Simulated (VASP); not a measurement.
# CaIrC4N4 in VASP: further runs

Runs on CaIrC4N4. Level: PBE. Tasks: single point.

Everything below comes from runs of VASP 6.6.1. Logs are shortened: lines on timing, memory, paths and dates and some standing lists are left out, and cuts for length are marked.

## (1) The cell of the first run

Symmetry: P-43m, No. 215, cubic system. Conventional cell: a = 6.563 Å, b = 6.563 Å, c = 6.563 Å, α = 90.00°, β = 90.00°, γ = 90.00°. Ca (site symmetry -43m) has 4 C at 2.50 Å within 3.3 Å. Within 2.7 Å of Ir (site symmetry -43m) lie 4 N at 2.01 Å. Within 1.6 Å of C (site symmetry 3m) lie 1 N at 1.17 Å. Within 1.6 Å of N (site symmetry 3m) lie 1 C at 1.17 Å.

## (2) Single point, PBE, collinear spin

Contents of INCAR:

```
SYSTEM = CaIrC4N4
ALGO = Normal
EDIFF = 1E-7
ENCUT = 520
GGA = PE
ISIF = 2
ISMEAR = 0
ISPIN = 2
LASPH = .True.
LCHARG = .False.
LMAXMIX = 4
LORBIT = 11
LREAL = .False.
LWAVE = .False.
MAGMOM = 0 1.4 0 0 0 0 0 0 0 0
NBANDS = 42
NELM = 150
PREC = Accurate
SIGMA = 0.1
```

Contents of KPOINTS:

```
k-points
0
Gamma
  2 2 2
  0 0 0
```

Contents of POSCAR:

```
CaIrC4N4
1.0
    6.5626344093      0.0000000000      0.0000000000
    0.0000000000      6.5626344093      0.0000000000
    0.0000000000      0.0000000000      6.5626344093
Ca Ir C N
1 1 4 4
Direct
    0.0000000000      0.0000000000      1.0000000000
    0.5000000000      0.5000000000      0.5000000000
    0.2195552452      0.2195552452      0.2195552452
    0.2195552452      0.7804447548      0.7804447548
    0.7804447548      0.2195552452      0.7804447548
    0.7804447548      0.7804447548      0.2195552452
    0.3229034549      0.3229034549      0.3229034549
    0.3229034549      0.6770965451      0.6770965451
    0.6770965451      0.3229034549      0.6770965451
    0.6770965451      0.6770965451      0.3229034549
```

Potentials or basis: VASP PAW PBE potentials, release 64 (Ca_sv, Ir, C, N).

Started as:

```sh
$ cat potpaw_PBE.64/Ca_sv/POTCAR potpaw_PBE.64/Ir/POTCAR potpaw_PBE.64/C/POTCAR potpaw_PBE.64/N/POTCAR > POTCAR
$ mpirun -np 1 vasp_std > vasp.out
```

OUTCAR:

```text
SYSTEM = CaIrC4N4
   EDIFF = 1E-7
   ENCUT = 520
   GGA = PE
   ISIF = 2
   ISMEAR = 0
   ISPIN = 2
   LASPH = .True.
   LORBIT = 11
   LREAL = .False.
   NELM = 150
   PREC = Accurate

 ion  position               nearest neighbor table
   1  0.000  0.000  0.000-   3 2.50   4 2.50   5 2.50   6 2.50
   2  0.500  0.500  0.500-   7 2.01   8 2.01   9 2.01  10 2.01
   3  0.220  0.220  0.220-   7 1.17   1 2.50
   4  0.220  0.780  0.780-   8 1.17   1 2.50
   5  0.780  0.220  0.780-   9 1.17   1 2.50
   6  0.780  0.780  0.220-  10 1.17   1 2.50
   7  0.323  0.323  0.323-   3 1.17   2 2.01
   8  0.323  0.677  0.677-   4 1.17   2 2.01
   9  0.677  0.323  0.677-   5 1.17   2 2.01
  10  0.677  0.677  0.323-   6 1.17   2 2.01

  LATTYP: Found a simple cubic cell.
 ALAT       =     6.5626344093

  Lattice vectors:

 A1 = (   6.5626344093,   0.0000000000,   0.0000000000)
 A2 = (   0.0000000000,   6.5626344093,   0.0000000000)
 A3 = (   0.0000000000,   0.0000000000,   6.5626344093)

Analysis of symmetry for initial positions (statically):
=====================================================================
 Subroutine PRICEL returns:
 Original cell was already a primitive cell.

 Routine SETGRP: Setting up the symmetry group for a
 simple cubic supercell.

 Subroutine GETGRP returns: Found 24 space group operations
 (whereof 24 operations were pure point group operations)
 out of a pool of 48 trial point group operations.

The static configuration has the point symmetry T_d .

Analysis of symmetry for dynamics (positions and initial velocities):
=====================================================================
 Subroutine PRICEL returns:
 Original cell was already a primitive cell.

 Routine SETGRP: Setting up the symmetry group for a
 simple cubic supercell.

 Subroutine GETGRP returns: Found 24 space group operations
 (whereof 24 operations were pure point group operations)
 out of a pool of 48 trial point group operations.

The dynamic configuration has the point symmetry T_d .

Analysis of structural, dynamic, and magnetic symmetry:
=====================================================================
 Subroutine PRICEL returns:
 Original cell was already a primitive cell.

 Routine SETGRP: Setting up the symmetry group for a
 simple cubic supercell.

 Subroutine GETGRP returns: Found 24 space group operations
 (whereof 24 operations were pure point group operations)
 out of a pool of 48 trial point group operations.

The overall configuration has the point symmetry T_d .

 Subroutine INISYM returns: Found 24 space group operations
 (whereof 24 operations are pure point group operations),
 and found     1 'primitive' translations

----------------------------------------------------------------------------------------

                                     Primitive cell

  volume of cell :     282.6407

  direct lattice vectors                    reciprocal lattice vectors
     6.562634409  0.000000000  0.000000000     0.152377831  0.000000000  0.000000000
     0.000000000  6.562634409  0.000000000     0.000000000  0.152377831  0.000000000
     0.000000000  0.000000000  6.562634409     0.000000000  0.000000000  0.152377831

  length of vectors
     6.562634409  6.562634409  6.562634409     0.152377831  0.152377831  0.152377831

  position of ions in fractional coordinates (direct lattice)
     0.000000000  0.000000000  0.000000000
     0.500000000  0.500000000  0.500000000
     0.219555245  0.219555245  0.219555245
     0.219555245  0.780444755  0.780444755
     0.780444755  0.219555245  0.780444755
     0.780444755  0.780444755  0.219555245
     0.322903455  0.322903455  0.322903455
     0.322903455  0.677096545  0.677096545
     0.677096545  0.322903455  0.677096545
     0.677096545  0.677096545  0.322903455

  ion indices of the primitive-cell ions
   primitive index   ion index
                 1           1
                 2           2
                 3           3
                 4           4
                 5           5
                 6           6
                 7           7
                 8           8
                 9           9
                10          10

----------------------------------------------------------------------------------------

 KPOINTS: k-points

Automatic generation of k-mesh.
 Grid dimensions read from file:
 generate k-points for:    2    2    2

 Generating k-lattice:

  Cartesian coordinates                     Fractional coordinates (reciprocal lattice)
     0.076188916  0.000000000  0.000000000     0.500000000  0.000000000  0.000000000
     0.000000000  0.076188916  0.000000000     0.000000000  0.500000000  0.000000000
     0.000000000  0.000000000  0.076188916     0.000000000  0.000000000  0.500000000

  Length of vectors
     0.076188916  0.076188916  0.076188916

  Shift w.r.t. Gamma in fractional coordinates (k-lattice)
     0.000000000  0.000000000  0.000000000

 Subroutine IBZKPT returns following result:
 ===========================================

 Found      4 irreducible k-points:

 Following reciprocal coordinates:
            Coordinates               Weight
  0.000000  0.000000  0.000000      1.000000
  0.500000  0.000000  0.000000      3.000000
  0.500000  0.500000  0.000000      3.000000
  0.500000  0.500000  0.500000      1.000000
   k-points           NKPTS =      4   k-points in BZ     NKDIM =      4   number of bands    NBANDS=     42
   number of dos      NEDOS =    301   number of ions     NIONS =     10
   total plane-waves  NPLWV = 125000
   dimension x,y,z NGX =    50 NGY =   50 NGZ =   50
   dimension x,y,z NGXF=   100 NGYF=  100 NGZF=  100
   ions per type =               1   1   4   4
   NGX,Y,Z   is equivalent  to a cutoff of  12.67, 12.67, 12.67 a.u.
   NGXF,Y,Z  is equivalent  to a cutoff of  25.33, 25.33, 25.33 a.u.
 SYSTEM =  CaIrC4N4
   PREC   = accura    normal or accurate (medium, high low for compatibility)
   ISTART =      0    job   : 0-new  1-cont  2-samecut
   ICHARG =      2    charge: 1-file 2-atom 10-const
   ISPIN  =      2    spin polarized calculation?
   LNONCOLLINEAR =      F non collinear calculations
   LSORBIT =      F    spin-orbit coupling
   LASPH  =      T    aspherical Exc in radial PAW
   ENCUT  =  520.0 eV  38.22 Ry    6.18 a.u.  12.20 12.20 12.20*2*pi/ulx,y,z
   NELM   =    150;   NELMIN=  2; NELMDL= -5     # of ELM steps
   EDIFF  = 0.1E-06   stopping-criterion for ELM
   LREAL  =      F    real-space projection
   EDIFFG = 0.1E-05   stopping-criterion for IOM
   NSW    =      0    number of steps for IOM
   IBRION =     -1    ionic relax: 0-MD 1-quasi-New 2-CG
   NFREE  =      0    steps in history (QN), initial steepest desc. (CG)
   ISIF   =      2    stress and relaxation
   ISYM   =      2    0-nonsym 1-usesym 2-fastsym
   POTIM  = 0.5000    time-step for ionic-motion
   TEBEG  =    0.0;   TEEND  =   0.0 temperature during run
   PSTRESS=    0.0 pullay stress
   NELECT =      55.0000    total number of electrons
   NUPDOWN=      -1.0000    fix difference up-down
   EMIN   =  10.00;   EMAX   =-10.00  energy-range for DOS
   EFERMI =   0.00;   METHOD = LEGACY
   ISMEAR =     0;   SIGMA  =   0.10  broadening in eV -4-tet -1-fermi 0-gaus
   EFERMI_NEDOS =   21; number of points for ismear=-14 and -15
   IALGO  =     38    algorithm
   IMIX   =      4    mixing-type and parameters
     AMIX     =   0.40;   BMIX     =  1.00
     AMIX_MAG =   1.60;   BMIX_MAG =  1.00
  volume/ion in A,a.u.               =      28.26       190.74
  Fermi-wavevector in a.u.,A,eV,Ry     =   0.948675  1.792736 12.245033  0.899985
  Thomas-Fermi vector in A             =   2.076886
   LORBIT       =     11    0 simple, 1 ext, 2 COOP (PROOUT), +10 PAW based schemes
   GGA     = PE    functional components
   LHFCALC =     F    Hartree Fock is set to
   AEXX    =    0.0000 exact exchange contribution
   IVDW    =     0    specifies the selected vdW correction
   LEPSILON=     F    determine dielectric tensor
   LRPA    =     F    only Hartree local field effects (RPA)
 spin polarized calculation
 Gauss-broadening in eV      SIGMA  =   0.10
  energy-cutoff  :      520.00
  volume of cell :      282.64
 maximum number of plane-waves:      7664
 NGX is ok and might be reduce to    50
   NGX = 25   NGY = 25   NGZ = 25

 number of electron      54.9999999 magnetization       3.0000085

 Free energy of the ion-electron system (eV)
  ---------------------------------------------------
  ext. energy  EPLUGINS =         0.00000000
  ---------------------------------------------------
  free energy    TOTEN  =       -75.84894763 eV

  energy without entropy =      -75.84894763  energy(sigma->0) =      -75.84894763

 E-fermi :  -1.4333     XC(G=0):  -6.1597

 val. band max:       -1.9174862211   @ k =   0.5000   0.5000   0.0000
 cond. band min:      -0.7686602120   @ k =   0.5000   0.5000   0.0000
 fundamental gap:      1.1488260091
 Fermi energy:        -1.4332969238

 spin component 1

 k-point     1 :       0.0000    0.0000    0.0000
  band No.  band energies     occupation
      1     -41.7913      1.00000
      2     -22.8157      1.00000
      3     -22.8157      1.00000
      4     -22.8157      1.00000
      5     -19.4743      1.00000
      6     -19.3755      1.00000
[... 31 lines left out ...]
     38       3.1132      0.00000
     39       4.6885      0.00000
[... 124 lines left out ...]
     38       3.7239      0.00000
     39       4.6136      0.00000
 Fermi energy:        -1.4332969238

 spin component 2

 k-point     1 :       0.0000    0.0000    0.0000
  band No.  band energies     occupation
      1     -41.7851      1.00000
      2     -22.8086      1.00000
      3     -22.8086      1.00000
      4     -22.8086      1.00000
      5     -19.3371      1.00000
      6     -19.2403      1.00000
[... 31 lines left out ...]
     38       3.2777      0.00000
     39       4.8176      0.00000
[... 124 lines left out ...]
     38       4.2834      0.00000
     39       4.8084      0.00000
 [bands above 39 left out]

------------------------ aborting loop because EDIFF is reached ----------------------------------------

  FORCE on cell =-STRESS in cart. coord.  units (eV):
  Direction    XX          YY          ZZ          XY          YZ          ZX
  --------------------------------------------------------------------------------------
  -------------------------------------------------------------------------------------
  Total        0.5847835      0.5847835      0.5847835     -0.0000000     -0.0000000      0.0000000
  in kB        3.3149045      3.3149045      3.3149045     -0.0000000     -0.0000000      0.0000000
  external PRESSURE =       3.3149045 kB  Pullay stress =       0.0000000 kB

 VOLUME and BASIS-vectors are now :
 -----------------------------------------------------------------------------
  energy-cutoff  :      520.00
  volume of cell :      282.64
      direct lattice vectors                 reciprocal lattice vectors
     6.562634409  0.000000000  0.000000000     0.152377831  0.000000000  0.000000000
     0.000000000  6.562634409  0.000000000     0.000000000  0.152377831  0.000000000
     0.000000000  0.000000000  6.562634409     0.000000000  0.000000000  0.152377831

 POSITION                                       TOTAL-FORCE (eV/Angst)
 -----------------------------------------------------------------------------------
      0.00000      0.00000      0.00000         0.000000      0.000000     -0.000000
      3.28132      3.28132      3.28132         0.000000      0.000000      0.000000
      1.44086      1.44086      1.44086        -0.182335     -0.182335     -0.182335
      1.44086      5.12177      5.12177        -0.182335      0.182335      0.182335
      5.12177      1.44086      5.12177         0.182335     -0.182335      0.182335
      5.12177      5.12177      1.44086         0.182335      0.182335     -0.182335
      2.11910      2.11910      2.11910         0.168100      0.168100      0.168100
      2.11910      4.44354      4.44354         0.168100     -0.168100     -0.168100
      4.44354      2.11910      4.44354        -0.168100      0.168100     -0.168100
      4.44354      4.44354      2.11910        -0.168100     -0.168100      0.168100
 -----------------------------------------------------------------------------------
    total drift:                                0.000000      0.000000     -0.000000

  FREE ENERGIE OF THE ION-ELECTRON SYSTEM (eV)
  ---------------------------------------------------
  free  energy   TOTEN  =       -75.8489476273 eV

  energy  without entropy=      -75.8489476273  energy(sigma->0) =      -75.84894763

 total charge

# of ion       s       p       d       tot
------------------------------------------
    1        2.039   5.859   0.198   8.096
    2        0.550   0.700   6.867   8.117
    3        0.972   1.584   0.000   2.555
    4        0.972   1.584   0.000   2.555
    5        0.972   1.584   0.000   2.555
    6        0.972   1.584   0.000   2.555
    7        1.292   2.595   0.000   3.888
    8        1.292   2.595   0.000   3.888
    9        1.292   2.595   0.000   3.888
   10        1.292   2.595   0.000   3.888
--------------------------------------------------
tot         11.645  23.274   7.065  41.985

 magnetization (x)

# of ion       s       p       d       tot
------------------------------------------
    1        0.000   0.001   0.006   0.007
    2        0.018   0.195   1.726   1.939
    3        0.006   0.072   0.000   0.078
    4        0.006   0.072   0.000   0.078
    5        0.006   0.072   0.000   0.078
    6        0.006   0.072   0.000   0.078
    7        0.014   0.030   0.000   0.044
    8        0.014   0.030   0.000   0.044
    9        0.014   0.030   0.000   0.044
   10        0.014   0.030   0.000   0.044
--------------------------------------------------
tot          0.097   0.605   1.731   2.434
```

Wall time 95 s (1 thread of Intel Xeon 6975P-C (Granite Rapids), shared host); peak memory 0.48 GiB.

Results:

| Quantity | Value |
| --- | --- |
| Free energy | -75.8489 eV |
| Pressure | 0.3 GPa |
| Largest force | 0.316 eV/Å |
| Band gap on the k mesh | 1.15 eV |
| Net moment | 3.00 μB per cell |
| Site moments | Ca +0.01; Ir +1.94; C +0.08; N +0.04 μB |
| Valence electrons inside the program's atomic spheres | Ca 8.10; Ir 8.12; C 2.56; N 3.89 |

Forces in eV/Å, atoms in the order of the input:
```
Ca   0.000  0.000  0.000
Ir   0.000  0.000  0.000
C   -0.182 -0.182 -0.182
C   -0.182  0.182  0.182
C    0.182 -0.182  0.182
C    0.182  0.182 -0.182
N    0.168  0.168  0.168
N    0.168 -0.168 -0.168
N   -0.168  0.168 -0.168
N   -0.168 -0.168  0.168
```

Caveat: the k points lie up to 0.48 Å⁻¹ apart; spin-orbit coupling is left out, which moves the levels of the heavy elements. A k mesh can miss the band edges.

## (3) Single point, PBE, collinear spin

Contents of INCAR:

```
PREC     = Accurate       # precision mode
ENCUT    = 520            # plane-wave cutoff, eV
EDIFF    = 1E-6           # SCF threshold, eV
ISMEAR   = 0              # smearing method
SIGMA    = 0.1            # smearing width, eV
LREAL    = F              # projectors in reciprocal space
LASPH    = T              # aspherical terms in the spheres
NELM     = 150            # most SCF steps
ALGO     = Normal         # electronic algorithm
ISIF     = 2              # what is computed and relaxed
LWAVE    = F              # write WAVECAR
LCHARG   = F              # write CHGCAR
ISPIN    = 2              # spin polarisation
MAGMOM   = 0 1.4 0 0 0 0 0 0 0 0 # initial moments
LORBIT   = 11             # projections on sites
LMAXMIX  = 4              # l up to which the mixer works
GGA      = PE             # functional
NBANDS   = 42             # bands
```

Contents of KPOINTS:

```
Automatic mesh
0
Gamma
  2 2 2
```

Contents of POSCAR:

```
CaIrC4N4
1.0
    6.5498804339     -0.0093829458     -0.0219448135
   -0.0095424966      6.5376782649     -0.0092119069
   -0.0220313592     -0.0092370395      6.6089107945
Ca Ir C N
1 1 4 4
Direct
   -0.0008306495     -0.0019563579      0.9991875932
    0.5005693138      0.5013762259      0.5005587736
    0.2194614697      0.2192416951      0.2191354510
    0.2195725529      0.7800553713      0.7799576269
    0.7798307438      0.2192774870      0.7805674094
    0.7804179489      0.7797020704      0.2196623039
    0.3228370272      0.3231572981      0.3230029624
    0.3233610585      0.6779847863      0.6766317605
    0.6772412471      0.3234664837      0.6773516944
    0.6775392878      0.6776949401      0.3239444247
```

Potentials or basis: VASP PAW PBE potentials, release 64 (Ca_sv, Ir, C, N).

Started as:

```sh
$ cat potpaw_PBE.64/Ca_sv/POTCAR potpaw_PBE.64/Ir/POTCAR potpaw_PBE.64/C/POTCAR potpaw_PBE.64/N/POTCAR > POTCAR
$ mpirun -np 1 vasp_std > vasp.out
```

It took 3.3 min on 1 thread of Intel Xeon 6975P-C (Granite Rapids), shared host; peak memory 0.53 GiB.

The run converged. Its results:

```
Free energy                                           : -75.8487 eV
Pressure                                              : 0.3 GPa
Largest force                                         : 0.331 eV/Å
Band gap on the k mesh                                : 1.13 eV
Net moment                                            : 3.00 μB per cell
Site moments                                          : Ca +0.01; Ir +1.94; C +0.08; N +0.04 μB
Valence electrons inside the program's atomic spheres : Ca 8.09; Ir 8.12; C 2.56; N 3.89
```

Forces on the atoms (eV/Å):
```
Ca   0.000  0.000 -0.001
Ir   0.000 -0.001  0.000
C   -0.189 -0.190 -0.192
C   -0.192  0.187  0.192
C    0.188 -0.191  0.190
C    0.190  0.188 -0.195
N    0.171  0.173  0.175
N    0.173 -0.170 -0.173
N   -0.169  0.173 -0.173
N   -0.172 -0.170  0.176
```

Levels at points of the mesh, in eV from the valence-band top:
Spin up:
```csv
k point,band 27,band 28,band 29,band 30,band 31,band 32
"(0.00, 0.00, 0.00)",-0.10,-0.08,-0.07,3.68,3.69,3.79
"(0.50, 0.00, 0.00)",-0.09,-0.05,-0.03,3.35,3.64,3.72
"(0.00, 0.50, 0.00)",-0.08,-0.05,-0.03,3.35,3.64,3.72
"(0.50, 0.50, 0.00)",-0.13,-0.01,0.00,3.57,3.60,3.61
"(0.00, 0.00, 0.50)",-0.12,-0.04,-0.03,3.35,3.62,3.72
"(0.50, 0.00, 0.50)",-0.11,-0.03,0.00,3.57,3.59,3.61
"(0.00, 0.50, 0.50)",-0.11,-0.03,0.00,3.57,3.60,3.60
"(0.50, 0.50, 0.50)",-0.07,-0.05,-0.04,3.75,3.76,3.77
```
Spin down:
| k point | band 22 | band 23 | band 24 | band 25 | band 26 | band 27 | band 28 | band 29 | band 30 | band 31 |
| --- | --- | --- | --- | --- | --- | --- | --- | --- | --- | --- |
| (0.00, 0.00, 0.00) | -2.98 | -2.98 | -2.98 | -0.64 | -0.64 | 1.14 | 1.16 | 1.16 | 3.79 | 3.79 |
| (0.50, 0.00, 0.00) | -3.08 | -2.98 | -2.98 | -0.59 | -0.52 | 1.18 | 1.22 | 1.24 | 3.43 | 3.83 |
| (0.00, 0.50, 0.00) | -3.08 | -2.98 | -2.98 | -0.59 | -0.52 | 1.18 | 1.22 | 1.24 | 3.43 | 3.83 |
| (0.50, 0.50, 0.00) | -3.04 | -3.04 | -3.03 | -0.56 | -0.49 | 1.13 | 1.29 | 1.30 | 3.69 | 3.69 |
| (0.00, 0.00, 0.50) | -3.08 | -2.98 | -2.97 | -0.59 | -0.52 | 1.16 | 1.23 | 1.24 | 3.42 | 3.82 |
| (0.50, 0.00, 0.50) | -3.04 | -3.04 | -3.03 | -0.56 | -0.49 | 1.14 | 1.28 | 1.30 | 3.68 | 3.69 |
| (0.00, 0.50, 0.50) | -3.04 | -3.04 | -3.03 | -0.56 | -0.49 | 1.14 | 1.28 | 1.30 | 3.68 | 3.69 |
| (0.50, 0.50, 0.50) | -3.03 | -3.03 | -3.02 | -0.55 | -0.55 | 1.22 | 1.23 | 1.24 | 3.93 | 3.93 |

Caveat: the k points lie up to 0.48 Å⁻¹ apart; spin-orbit coupling is left out, which moves the levels of the heavy elements. A k mesh can miss the band edges.

[end of part 1 of 2]
